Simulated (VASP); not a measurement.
Write the native input for VASP 6.6.1 that does the following.

```
Task                   : relaxation of shape and atoms at fixed volume
Functional             : PBE
Potentials or basis    : VASP PAW PBE potentials, release 64 (P)
Cutoff                 : 600 eV
k mesh                 : 18 × 18 × 17
Occupations            : fermi-dirac, width 0.05 eV
Spin                   : no spin polarisation
Dipole correction      : no
Further INCAR settings : ALGO = Normal; EDIFF = 1e-06; IBRION = 2; EDIFFG = -0.005; NSW = 50; ISIF = 4
```

The structure of P lies in POSCAR:

```
P
1.0
    2.3097812078      0.0000000000      0.0000000000
   -1.1548906039      2.0003292031      0.0000000000
    0.0000000000      0.0000000000      2.1691174420
P
1
Direct
    0.0000000000      0.0000000000      0.0000000000
```

The input as run:

INCAR

```
PREC = Accurate ; ENCUT = 600
EDIFF = 1E-6 ; ISMEAR = -1
SIGMA = 0.05 ; LREAL = False
LASPH = True ; NELM = 80
ALGO = Normal ; ISIF = 4
LWAVE = False ; LCHARG = False
GGA = PE ; IBRION = 2
NSW = 50 ; EDIFFG = -0.005
```

KPOINTS

```
regular mesh
0
Gamma
  18 18 17
```

Potentials or basis: VASP PAW PBE potentials, release 64 (P).

The run is started by

```sh
$ cat potpaw_PBE.64/P/POTCAR > POTCAR
$ mpirun -np 1 vasp_std > vasp.out
```

It gave:

```yaml
Energy_gained_by_relaxing: 0.1 meV/atom
Ionic_steps: 3
Pressure_after_relaxing: 72.2 GPa
```

Run time: 20 s on 1 thread of Intel(R) Xeon(R) Platinum 8559C (Emerald Rapids), on a shared host, peak memory 0.13 GiB.
